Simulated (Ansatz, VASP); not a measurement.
**TiAl in VASP and in Ansatz**

```xyz
2
Lattice="3.5686 0.0000 0.0000 0.0000 3.5686 0.0000 0.0000 0.0000 2.5230" Properties=species:S:1:pos:R:3 pbc="T T T"
Ti    0.0000    0.0000    0.0000
Al    1.7843    1.7843    1.2615
```

Alike in both runs: task single point; functional PBEsol; k mesh 16 × 16 × 16; occupations gaussian, width 0.15 eV; no spin polarisation.

```csv
,VASP,Ansatz
version,VASP 6.6.1,Ansatz 0.2.0
potentials or method,"VASP PAW PBE potentials, release 64 (Ti_sv, Al), cutoff 520 eV","scalar-relativistic, plane waves, PAW"
valence electrons in the cell,15,15
```

```csv
,VASP,Ansatz,Ansatz less VASP
gap on the k mesh at the Fermi level (eV),none,none,-
pressure (GPa),1.9,1.8,-0.03
"traceless stress, the component that is largest in VASP (GPa)",13.44,13.42,-0.020
```

VASP's potentials were made for PBE, not for PBEsol. A gap of «none» marks a metal or a gap that the smearing closes.
